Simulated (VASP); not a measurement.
**CoRu3: single point with PBE**

Crystal: CoRu3.

```xyz
4
Lattice="3.6298 0.0000 0.0000 0.0000 3.6298 0.0000 0.0000 0.0000 3.6298" Properties=species:S:1:pos:R:3 pbc="T T T"
Co    0.0000    0.0000    0.0000
Ru    0.0000    1.8149    1.8149
Ru    1.8149    0.0000    1.8149
Ru    1.8149    1.8149    0.0000
```

- Program: VASP 6.6.1
- Task: single point
- Functional: PBE
- Potentials or basis: VASP PAW PBE potentials, release 64 (Co, Ru_pv)
- Cutoff: 520 eV
- k mesh: 6 × 6 × 6
- Occupations: gaussian, width 0.1 eV
- Spin: collinear spin, ferromagnetic start
- Starting moments: [3.0, 0.0, 0.0, 0.0] μB
- Dipole correction: no
- Further INCAR settings: ALGO = Fast; EDIFF = 1e-06; NBANDS = 38

```
Pressure                                              : 29.9 GPa
Net moment                                            : 0.00 μB per cell
Valence electrons inside the program's atomic spheres : Co 8.48; Ru 12.84
```

Levels at points of the mesh, in eV from the Fermi level:
Spin up:
| k point | band 23 | band 24 | band 25 | band 26 | band 27 | band 28 |
| --- | --- | --- | --- | --- | --- | --- |
| (0.00, 0.00, 0.00) | 1.06 | 1.06 | 1.14 | 1.14 | 2.14 | 2.74 |
| (0.50, 0.00, 0.00) | -1.09 | -0.94 | -0.81 | -0.81 | -0.42 | -0.09 |
| (0.50, 0.50, 0.00) | -1.52 | -1.43 | -1.42 | -0.82 | -0.82 | -0.37 |
| (0.50, 0.50, 0.50) | 0.50 | 0.50 | 0.79 | 0.79 | 0.79 | 1.07 |
Spin down:
| k point | band 22 | band 23 | band 24 | band 25 | band 26 | band 27 | band 28 | band 29 |
| --- | --- | --- | --- | --- | --- | --- | --- | --- |
| (0.00, 0.00, 0.00) | 1.06 | 1.06 | 1.06 | 1.14 | 1.14 | 2.14 | 2.74 | 2.74 |
| (0.50, 0.00, 0.00) | -1.09 | -1.09 | -0.94 | -0.81 | -0.81 | -0.42 | -0.09 | 0.90 |
| (0.50, 0.50, 0.00) | -1.52 | -1.52 | -1.43 | -1.42 | -0.82 | -0.82 | -0.37 | -0.05 |
| (0.50, 0.50, 0.50) | 0.50 | 0.50 | 0.50 | 0.79 | 0.79 | 0.79 | 1.07 | 1.07 |

Run time: 89 s on 1 thread of Intel(R) Xeon(R) Platinum 8259CL CPU @ 2.50GHz (Skylake/Cascade Lake), on a shared host, peak memory 0.2 GiB.

Caveat: the starting moments collapsed, and a magnetic state may lie lower.
